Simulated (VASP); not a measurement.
# SiGe2 (P6/mmm) in VASP: a series of runs

The runs below take SiGe2 through single point, with PBE.

All numbers are computed with VASP 6.6.1; they aren't measurements. Logs are shortened: lines on timing, memory, paths and dates and some standing lists are left out, and cuts for length are marked.

## 1. The cell of the first run

The structure is hexagonal, space group P6/mmm (No. 191). Conventional cell: a = 5.138 Å, b = 5.138 Å, c = 2.469 Å, α = 90.00°, β = 90.00°, γ = 120.00°. Within 3.3 Å of Si (site symmetry 6/mmm) lie 2 Si at 2.47 Å and 6 Ge at 2.97 Å. Ge (site symmetry -6m2) has 5 Ge at 2.47 to 2.97 Å and 3 Si at 2.97 Å within 3.3 Å.

The cell was built from a structure type or drawn by symmetry, and may not be a known phase.

## 2. Single point, PBE

The input, INCAR:

```
PREC = Accurate
ENCUT = 520
EDIFF = 1E-6
ISMEAR = 0
SIGMA = 0.1
LREAL = False
LASPH = True
NELM = 60
ALGO = Normal
ISIF = 2
LWAVE = False
LCHARG = True
GGA = PE
LELF = True
LVHAR = True
NBANDS = 23
```

The input, KPOINTS:

```
Automatic mesh
0
Gamma
  6 6 4
```

The input, POSCAR:

```
SiGe2
1.0
    5.1383320996      0.0000000000      0.0000000000
   -2.5691660498      4.4499261313      0.0000000000
    0.0000000000      0.0000000000      2.4688163394
Si Ge
1 2
Direct
    0.0000000000      0.0000000000      0.5000000000
    0.3333333333      0.6666666667      0.5000000000
    0.6666666667      0.3333333333      0.5000000000
```

Potentials or basis: VASP PAW PBE potentials, release 64 (Si, Ge_d).

On the command line:

```
$ cat potpaw_PBE.64/Si/POTCAR potpaw_PBE.64/Ge_d/POTCAR > POTCAR
$ mpirun -np 1 vasp_std > vasp.out
```

OUTCAR:

```text
PREC = Accurate
   ENCUT = 520
   EDIFF = 1E-6
   ISMEAR = 0
   LREAL = False
   LASPH = True
   NELM = 60
   ISIF = 2
   GGA = PE

 ion  position               nearest neighbor table
   1  0.000  0.000  0.500-   2 2.97   3 2.97   2 2.97   3 2.97   3 2.97   2 2.97
   2  0.333  0.667  0.500-   1 2.97   1 2.97   1 2.97
   3  0.667  0.333  0.500-   1 2.97   1 2.97   1 2.97

  LATTYP: Found a hexagonal cell.
 ALAT       =     5.1383320996
 C/A-ratio  =     0.4804703728

  Lattice vectors:

 A1 = (   5.1383320996,   0.0000000000,   0.0000000000)
 A2 = (  -2.5691660498,   4.4499261313,   0.0000000000)
 A3 = (   0.0000000000,   0.0000000000,   2.4688163394)

Analysis of symmetry for initial positions (statically):
=====================================================================
 Subroutine PRICEL returns:
 Original cell was already a primitive cell.

 Routine SETGRP: Setting up the symmetry group for a
 hexagonal supercell.

 Subroutine GETGRP returns: Found 24 space group operations
 (whereof 24 operations were pure point group operations)
 out of a pool of 24 trial point group operations.

The static configuration has the point symmetry D_6h.

Analysis of symmetry for dynamics (positions and initial velocities):
=====================================================================
 Subroutine PRICEL returns:
 Original cell was already a primitive cell.

 Routine SETGRP: Setting up the symmetry group for a
 hexagonal supercell.

 Subroutine GETGRP returns: Found 24 space group operations
 (whereof 24 operations were pure point group operations)
 out of a pool of 24 trial point group operations.

The dynamic configuration has the point symmetry D_6h.

 Subroutine INISYM returns: Found 24 space group operations
 (whereof 24 operations are pure point group operations),
 and found     1 'primitive' translations

----------------------------------------------------------------------------------------

                                     Primitive cell

  volume of cell :      56.4500

  direct lattice vectors                    reciprocal lattice vectors
     5.138332100  0.000000000  0.000000000     0.194615681  0.112361416  0.000000000
    -2.569166050  4.449926131  0.000000000     0.000000000  0.224722831  0.000000000
     0.000000000  0.000000000  2.468816339     0.000000000  0.000000000  0.405052407

  length of vectors
     5.138332100  5.138332100  2.468816339     0.224722831  0.224722831  0.405052407

  position of ions in fractional coordinates (direct lattice)
     0.000000000  0.000000000  0.500000000
     0.333333333  0.666666667  0.500000000
     0.666666667  0.333333333  0.500000000

  ion indices of the primitive-cell ions
   primitive index   ion index
                 1           1
                 2           2
                 3           3

----------------------------------------------------------------------------------------

 KPOINTS: Automatic mesh

Automatic generation of k-mesh.
 Grid dimensions read from file:
 generate k-points for:    6    6    4

 Generating k-lattice:

  Cartesian coordinates                     Fractional coordinates (reciprocal lattice)
     0.032435947  0.018726903  0.000000000     0.166666667  0.000000000  0.000000000
     0.000000000  0.037453805  0.000000000     0.000000000  0.166666667  0.000000000
     0.000000000  0.000000000  0.101263102     0.000000000  0.000000000  0.250000000

  Length of vectors
     0.037453805  0.037453805  0.101263102

  Shift w.r.t. Gamma in fractional coordinates (k-lattice)
     0.000000000  0.000000000  0.000000000

 Subroutine IBZKPT returns following result:
 ===========================================

 Found     21 irreducible k-points:

 Following reciprocal coordinates:
            Coordinates               Weight
  0.000000  0.000000  0.000000      1.000000
  0.166667  0.000000  0.000000      6.000000
  0.333333  0.000000  0.000000      6.000000
  0.500000  0.000000  0.000000      3.000000
  0.166667  0.166667  0.000000      6.000000
  0.333333  0.166667  0.000000     12.000000
[... 13 lines left out ...]
  0.333333  0.166667  0.500000     12.000000
  0.333333  0.333333  0.500000      2.000000
   k-points           NKPTS =     21   k-points in BZ     NKDIM =     21   number of bands    NBANDS=     23
   number of dos      NEDOS =    301   number of ions     NIONS =      3
   total plane-waves  NPLWV =  28800
   dimension x,y,z NGX =    40 NGY =   40 NGZ =   18
   dimension x,y,z NGXF=    80 NGYF=   80 NGZF=   36
   ions per type =               1   2
   NGX,Y,Z   is equivalent  to a cutoff of  12.94, 12.94, 12.12 a.u.
   NGXF,Y,Z  is equivalent  to a cutoff of  25.88, 25.88, 24.24 a.u.
 SYSTEM =  unknown system
   PREC   = accura    normal or accurate (medium, high low for compatibility)
   ISTART =      0    job   : 0-new  1-cont  2-samecut
   ICHARG =      2    charge: 1-file 2-atom 10-const
   ISPIN  =      1    spin polarized calculation?
   LNONCOLLINEAR =      F non collinear calculations
   LSORBIT =      F    spin-orbit coupling
   LASPH  =      T    aspherical Exc in radial PAW
   ENCUT  =  520.0 eV  38.22 Ry    6.18 a.u.   9.55  9.55  4.59*2*pi/ulx,y,z
   NELM   =     60;   NELMIN=  2; NELMDL= -5     # of ELM steps
   EDIFF  = 0.1E-05   stopping-criterion for ELM
   LREAL  =      F    real-space projection
   EDIFFG = 0.1E-04   stopping-criterion for IOM
   NSW    =      0    number of steps for IOM
   IBRION =     -1    ionic relax: 0-MD 1-quasi-New 2-CG
   NFREE  =      0    steps in history (QN), initial steepest desc. (CG)
   ISIF   =      2    stress and relaxation
   ISYM   =      2    0-nonsym 1-usesym 2-fastsym
   POTIM  = 0.5000    time-step for ionic-motion
   TEBEG  =    0.0;   TEEND  =   0.0 temperature during run
   PSTRESS=    0.0 pullay stress
   NELECT =      32.0000    total number of electrons
   NUPDOWN=      -1.0000    fix difference up-down
   EMIN   =  10.00;   EMAX   =-10.00  energy-range for DOS
   EFERMI =   0.00;   METHOD = LEGACY
   ISMEAR =     0;   SIGMA  =   0.10  broadening in eV -4-tet -1-fermi 0-gaus
   EFERMI_NEDOS =   21; number of points for ismear=-14 and -15
   IALGO  =     38    algorithm
   IMIX   =      4    mixing-type and parameters
     AMIX     =   0.40;   BMIX     =  1.00
     AMIX_MAG =   1.60;   BMIX_MAG =  1.00
  volume/ion in A,a.u.               =      18.82       126.98
  Fermi-wavevector in a.u.,A,eV,Ry     =   1.354889  2.560368 24.976527  1.835723
  Thomas-Fermi vector in A             =   2.482022
   LORBIT       =      0    0 simple, 1 ext, 2 COOP (PROOUT), +10 PAW based schemes
   GGA     = PE    functional components
   LHFCALC =     F    Hartree Fock is set to
   AEXX    =    0.0000 exact exchange contribution
   IVDW    =     0    specifies the selected vdW correction
   LEPSILON=     F    determine dielectric tensor
   LRPA    =     F    only Hartree local field effects (RPA)
 non-spin polarized calculation
 Gauss-broadening in eV      SIGMA  =   0.10
  energy-cutoff  :      520.00
  volume of cell :       56.45
 maximum number of plane-waves:      1557
 NGX is ok and might be reduce to    40
   NGX = 19   NGY = 19   NGZ =  9

 number of electron      32.0000020 magnetization

 Free energy of the ion-electron system (eV)
  ---------------------------------------------------
  ext. energy  EPLUGINS =         0.00000000
  ---------------------------------------------------
  free energy    TOTEN  =       -13.57467801 eV

  energy without entropy =      -13.57021079  energy(sigma->0) =      -13.57244440

 E-fermi :   7.1379     XC(G=0): -10.8479

 val. band max:        7.0929713177   @ k =   0.1667   0.1667   0.5000
 cond. band min:       7.1996722297   @ k =   0.5000   0.0000   0.2500
 fundamental gap:      0.1067009120
 Fermi energy:         7.1378648076

 k-point     1 :       0.0000    0.0000    0.0000
  band No.  band energies     occupation
      1     -18.2273      2.00000
      2     -18.1980      2.00000
      3     -17.9757      2.00000
      4     -17.9757      2.00000
      5     -17.9472      2.00000
      6     -17.9472      2.00000
[... 15 lines left out ...]
     22      18.3041      0.00000
     23      18.3041      0.00000

 k-point     2 :       0.1667    0.0000    0.0000
  band No.  band energies     occupation
      1     -18.2257      2.00000
      2     -18.1999      2.00000
      3     -17.9819      2.00000
      4     -17.9782      2.00000
      5     -17.9443      2.00000
      6     -17.9407      2.00000
[... 15 lines left out ...]
     22      17.4047      0.00000
     23      18.6024      0.00000

 k-point     3 :       0.3333    0.0000    0.0000
  band No.  band energies     occupation
      1     -18.2215      2.00000
      2     -18.2048      2.00000
      3     -17.9903      2.00000
      4     -17.9824      2.00000
      5     -17.9393      2.00000
      6     -17.9315      2.00000
[... 15 lines left out ...]
     22      17.3343      0.00000
     23      17.3900      0.00000

 k-point     4 :       0.5000    0.0000    0.0000
  band No.  band energies     occupation
      1     -18.2181      2.00000
      2     -18.2086      2.00000
      3     -17.9937      2.00000
      4     -17.9842      2.00000
      5     -17.9371      2.00000
      6     -17.9277      2.00000
[... 15 lines left out ...]
     22      17.6540      0.00000
     23      17.9410      0.00000

 k-point     5 :       0.1667    0.1667    0.0000
  band No.  band energies     occupation
      1     -18.2228      2.00000
      2     -18.2034      2.00000
      3     -17.9914      2.00000
      4     -17.9769      2.00000
      5     -17.9448      2.00000
      6     -17.9308      2.00000
[... 356 lines left out ...]
 k-point    19 :       0.1667    0.1667    0.5000
  band No.  band energies     occupation
      1     -18.0548      2.00000
      2     -18.0486      2.00000
      3     -18.0274      2.00000
      4     -18.0209      2.00000
      5     -17.9673      2.00000
      6     -17.9562      2.00000
[... 15 lines left out ...]
     22      10.9660      0.00000
     23      13.8110      0.00000

 k-point    20 :       0.3333    0.1667    0.5000
  band No.  band energies     occupation
      1     -18.0562      2.00000
      2     -18.0443      2.00000
      3     -18.0318      2.00000
      4     -18.0197      2.00000
      5     -17.9739      2.00000
      6     -17.9549      2.00000
[... 15 lines left out ...]
     22      12.5670      0.00000
     23      13.2856      0.00000

 k-point    21 :       0.3333    0.3333    0.5000
  band No.  band energies     occupation
      1     -18.0570      2.00000
      2     -18.0380      2.00000
      3     -18.0380      2.00000
      4     -18.0189      2.00000
      5     -17.9777      2.00000
      6     -17.9432      2.00000
[... 15 lines left out ...]
     22      12.6469      0.00000
     23      14.1024      0.00000

------------------------ aborting loop because EDIFF is reached ----------------------------------------

  FORCE on cell =-STRESS in cart. coord.  units (eV):
  Direction    XX          YY          ZZ          XY          YZ          ZX
  --------------------------------------------------------------------------------------
  -------------------------------------------------------------------------------------
  Total       -0.0656006     -0.0656006     -0.0112961      0.0000000      0.0000000      0.0000000
  in kB       -1.8618927     -1.8618927     -0.3206089      0.0000000      0.0000000      0.0000000
  external PRESSURE =      -1.3481315 kB  Pullay stress =       0.0000000 kB

 VOLUME and BASIS-vectors are now :
 -----------------------------------------------------------------------------
  energy-cutoff  :      520.00
  volume of cell :       56.45
      direct lattice vectors                 reciprocal lattice vectors
     5.138332100  0.000000000  0.000000000     0.194615681  0.112361416  0.000000000
    -2.569166050  4.449926131  0.000000000     0.000000000  0.224722831  0.000000000
     0.000000000  0.000000000  2.468816339     0.000000000  0.000000000  0.405052407

 POSITION                                       TOTAL-FORCE (eV/Angst)
 -----------------------------------------------------------------------------------
      0.00000      0.00000      1.23441        -0.000000      0.000000      0.000000
     -0.00000      2.96662      1.23441        -0.000000      0.000000      0.000000
      2.56917      1.48331      1.23441         0.000000     -0.000000      0.000000
 -----------------------------------------------------------------------------------
    total drift:                               -0.000000     -0.000000      0.000000

  FREE ENERGIE OF THE ION-ELECTRON SYSTEM (eV)
  ---------------------------------------------------
  free  energy   TOTEN  =       -13.5746780117 eV

  energy  without entropy=      -13.5702107870  energy(sigma->0) =      -13.57244440
```

Wall time 8.6 s (1 thread of Intel Xeon 6975P-C (Granite Rapids), shared host); peak memory 0.18 GiB.

What came out:

| Item | Value |
| --- | --- |
| Free energy | -13.5747 eV |
| Pressure | -0.1 GPa |
| Band gap on the k mesh | zero (bands 16 and 17 overlap by 4.68 eV) |

Caveat: the k points lie up to 0.64 Å⁻¹ apart, too coarse for converged energies and pressures of a metal.

## 3. Single point, PBE

This run uses another cell than the first one, of 21.99 Å³/atom.

The input, INCAR:

```
SYSTEM = SiGe2
PREC = Accurate ; ENCUT = 520
EDIFF = 1E-6 ; ISMEAR = 0
SIGMA = 0.1 ; LREAL = .False.
LASPH = .True. ; NELM = 80
ALGO = Normal ; ISIF = 2
LWAVE = .False. ; LCHARG = .False.
GGA = PE ; NBANDS = 23
```

The input, KPOINTS:

```
Automatic mesh
0
Gamma
  6 6 4
  0 0 0
```

The input, POSCAR:

```
SiGe2
1.0
    4.1491864800      0.0000000000      0.0000000000
   -2.0745932400      3.5933008900      0.0000000000
    0.0000000000      0.0000000000      4.4255122700
Si Ge
1 2
Direct
    0.0000000000      0.0000000000      0.5000000000
    0.3333333300      0.6666666700      0.5000000000
    0.6666666700      0.3333333300      0.5000000000
```

Potentials or basis: VASP PAW PBE potentials, release 64 (Si, Ge_d).

On the command line:

```
$ cat potpaw_PBE.64/Si/POTCAR potpaw_PBE.64/Ge_d/POTCAR > POTCAR
$ mpirun -np 1 vasp_std > vasp.out
```

Wall time 11 s (1 thread of Intel Xeon 6975P-C (Granite Rapids), shared host); peak memory 0.19 GiB.

It converged, with:

```yaml
Free_energy: -10.4695 eV
Pressure: 24.6 GPa
Band_gap_on_the_k_mesh: zero (bands 16 and 17 overlap by 3.60 eV)
```

Stress tensor (GPa, compression positive):
```
37.69  0.00  0.00
 0.00 37.69  0.00
 0.00  0.00 -1.59
```

Levels at points of the mesh, in eV from the Fermi level:
```csv
k point,band 12,band 13,band 14,band 15,band 16,band 17,band 18,band 19,band 20,band 21
"(0.00, 0.00, 0.00)",-3.91,-3.50,-3.50,-3.09,-3.09,-2.41,-1.68,1.75,5.22,5.52
"(0.50, 0.00, 0.00)",-11.43,-6.39,-5.10,-1.07,-0.90,3.45,3.83,4.24,4.80,5.94
"(0.00, 0.00, 0.50)",-5.36,-3.41,-3.41,-3.00,-3.00,-2.21,-1.45,4.15,4.37,6.91
"(0.50, 0.00, 0.50)",-11.30,-6.30,-4.93,-2.51,-2.36,2.22,4.69,4.88,5.64,5.70
```

Caveat: the cell stands under pressure.

[end of part 1 of 2]
